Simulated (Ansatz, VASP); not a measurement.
# Pd in VASP and in Ansatz

```
CELL_PARAMETERS angstrom
2.64349 0.00000 0.00000
0.00000 2.64349 0.00000
0.00000 0.00000 2.64349
ATOMIC_POSITIONS crystal
Pd 0.00000 0.00000 0.00000
```

Alike in both runs: task single point; functional RPBE; k mesh 13 × 13 × 13; occupations fermi-dirac, width 0.05 eV; collinear spin.

|  | VASP | Ansatz |
| --- | --- | --- |
| version | VASP 6.6.1 | Ansatz 0.2.0 |
| potentials or method | VASP PAW PBE potentials, release 64 (Pd), cutoff 520 eV | plane waves (420 eV) with PAW, scalar-relativistic |
| valence electrons in the cell | 10 | 18 |

```tsv
	VASP	Ansatz	Ansatz less VASP
pressure (GPa)	-0.4	-0.1	+0.26
net moment per atom (μB)	0.00	0.00	0.000
```

VASP's potentials were made for PBE, not for RPBE. With one functional, cell and mesh, what is left measures potentials, basis and numerics. VASP's potentials hold 10 valence electrons a cell and Ansatz's 18, so a difference there can come from the potentials and not from the codes. Ansatz's warnings: seeded moment not kept.
